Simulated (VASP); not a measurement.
The system is Fe.

```xyz
2
Lattice="0.0000 1.7845 1.7845 3.5690 0.0000 3.5690 1.7845 1.7845 0.0000" Properties=species:S:1:pos:R:3 pbc="T T T"
Fe    0.0000    0.0000    0.0000
Fe    1.7845    0.0000    1.7845
```

This isn't the form of Fe at room conditions, which is bcc.

Program: VASP 6.6.1. Alike in all runs: task single point; level r2SCAN; potentials or basis VASP PAW PBE potentials, release 64 (Fe); cell as given; k mesh 12 × 6 × 12; cutoff (eV) 520; smearing fermi-dirac 0.1 eV.

**Question.** Order these runs on this cell by their pressure, lowest first.
A. spin off
B. spin collinear, ferromagnetic start
C. spin collinear, antiferromagnetic start

**Answer.** A (-30.6 GPa), C (3.2 GPa), B (12.5 GPa).

Caveats: the PAW data sets were made with another functional, which shifts forces and pressure a little; the cell stands under pressure (at least some runs); the antiferromagnetic order is the one typed at the start, and another may lie lower (at least some runs); the cell stands under tension (at least some runs).
